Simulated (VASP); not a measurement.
Wanted: the native input for a VASP 6.6.1 run.

| Quantity | Value |
| --- | --- |
| Task | single point |
| Functional | PBEsol |
| Potentials or basis | VASP PAW PBE potentials, release 64 (Co, Si) |
| Cutoff | 520 eV |
| k mesh | 8 × 6 × 1 |
| Occupations | gaussian, width 0.1 eV |
| Spin | no spin polarisation |
| Dipole correction | yes |
| Further INCAR settings | ALGO = Normal; EDIFF = 1e-06; NBANDS = 46 |

The structure of CoSi2 lies in POSCAR:

```
CoSi2
1.0
    3.7565103784      0.0000000000      0.0000000000
    0.0000000000      5.3125079244      0.0000000000
    0.0000000000      0.0000000000     22.6347655676
Co Si
4 8
Direct
    0.5000000000      0.5000000000      0.3755285194
    0.0000000000      0.0000000000      0.4585095065
    0.5000000000      0.5000000000      0.5407830683
    0.0000000000      0.0000000000      0.6252711156
    0.0000000000      0.7500000000      0.3755285194
    0.0000000000      0.2500000000      0.3755285194
    0.5000000000      0.2500000000      0.4585095065
    0.5000000000      0.7500000000      0.4585095065
    0.0000000000      0.7520075684      0.5425426755
    0.0000000000      0.2479924316      0.5425426755
    0.5000000000      0.2493189668      0.6222897442
    0.5000000000      0.7506810332      0.6222897442
```

These files were run (other wordings do the same):

INCAR

```
PREC = Accurate
ENCUT = 520
EDIFF = 1E-6
ISMEAR = 0
SIGMA = 0.1
LREAL = F
LASPH = T
NELM = 60
ALGO = Normal
ISIF = 2
LWAVE = F
LCHARG = F
LDIPOL = T
IDIPOL = 3
DIPOL = 0.5 0.5 0.500
GGA = PS
NBANDS = 46
```

KPOINTS

```
regular mesh
0
Gamma
  8 6 1
```

Potentials or basis: VASP PAW PBE potentials, release 64 (Co, Si).

Command:

```bash
$ cat potpaw_PBE.64/Co/POTCAR potpaw_PBE.64/Si/POTCAR > POTCAR
$ mpirun -np 1 vasp_std > vasp.out
```

Results of the run:

| Property | Result |
| --- | --- |
| Largest force | 0.385 eV/Å |
| Band gap on the k mesh | zero (bands 34 and 35 overlap by 0.59 eV) |

Caveat: the PAW data sets were made with another functional, which shifts forces and pressure a little; the run has no spin polarisation, though such a crystal can be magnetic.

Wall time 15 min on 1 thread of Intel(R) Xeon(R) Platinum 8259CL CPU @ 2.50GHz (Skylake/Cascade Lake), on a shared host, peak memory 0.65 GiB.
